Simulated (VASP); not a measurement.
Wanted: the native input for a VASP 6.6.1 run.

* Task: single point
* Functional: PBE
* Potentials or basis: VASP PAW PBE potentials, release 64 (C)
* Cutoff: 520 eV
* k mesh: 20 × 20 × 20
* Occupations: fermi-dirac, width 0.08 eV
* Spin: no spin polarisation
* Dipole correction: no
* Further INCAR settings: ALGO = Normal; EDIFF = 1e-07; NBANDS = 11

The structure of C lies in POSCAR:

```
C
1.0
    0.0000000000      1.7952109402      1.7952109402
    1.7952109402      0.0000000000      1.7952109402
    1.7952109402      1.7952109402      0.0000000000
C
2
Direct
    0.5000000000      0.5000000000      0.5000000000
    0.7500000000      0.7500000000      0.7500000000
```

This cell differs from its parent crystal: volume scaled by 1.02.

These files were run (other wordings do the same):

INCAR

```
SYSTEM = C
ALGO = Normal
EDIFF = 1E-7
ENCUT = 520
GGA = PE
ISIF = 2
ISMEAR = -1
LASPH = .TRUE.
LCHARG = .FALSE.
LREAL = .FALSE.
LWAVE = .FALSE.
NBANDS = 11
NELM = 100
PREC = Accurate
SIGMA = 0.08
```

KPOINTS

```
k-points
0
G
  20 20 20
  0 0 0
```

Potentials or basis: VASP PAW PBE potentials, release 64 (C).

Launch:

```bash
$ cat potpaw_PBE.64/C/POTCAR > POTCAR
$ mpirun -np 1 vasp_std > vasp.out
```

Results of the run:

* Pressure: -6.0 GPa
* Band gap on the k mesh: 4.09 eV, indirect (least direct gap 5.54 eV)

It took 14 s on 1 thread of Intel(R) Xeon(R) Platinum 8559C (Emerald Rapids), on a shared host, peak memory 0.13 GiB.
